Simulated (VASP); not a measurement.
Input of a VASP 6.6.1 run:

The input INCAR:

```
SYSTEM = TlBr
PREC = Accurate ; ENCUT = 500
EDIFF = 1E-6 ; ISMEAR = -1
SIGMA = 0.08 ; LREAL = .False.
LASPH = .True. ; NELM = 120
ALGO = Normal ; ISIF = 2
LWAVE = .False. ; LCHARG = .True.
GGA = PE ; LELF = .True.
LVHAR = .True. ; NBANDS = 17
GGA_COMPAT = .False.
```

The input KPOINTS:

```
Automatic mesh
0
Gamma
  12 12 12
  0 0 0
```

The input POSCAR:

```
TlBr
1.0
    3.2159416952      0.0000000000      0.0000000000
    0.0000000000      3.2159416952      0.0000000000
    0.0000000000      0.0000000000      3.2159416952
Tl Br
1 1
Direct
    0.0000000000      0.0000000000      0.0000000000
    0.5000000000      0.5000000000      0.5000000000
```

Potentials or basis: VASP PAW PBE potentials, release 64 (Tl_d, Br).

The run is started by

```console
$ cat potpaw_PBE.64/Tl_d/POTCAR potpaw_PBE.64/Br/POTCAR > POTCAR
$ mpirun -np 1 vasp_std > vasp.out
```

(1) Predict the band gap on the k mesh.

(2) Predict the pressure.

Answers

(1) zero (band 10 reaches 12.34 eV, above the bottom of band 11 at 10.23 eV).

(2) 76.5 GPa.

Caveat: spin-orbit coupling is left out, which moves the levels of the heavy elements.
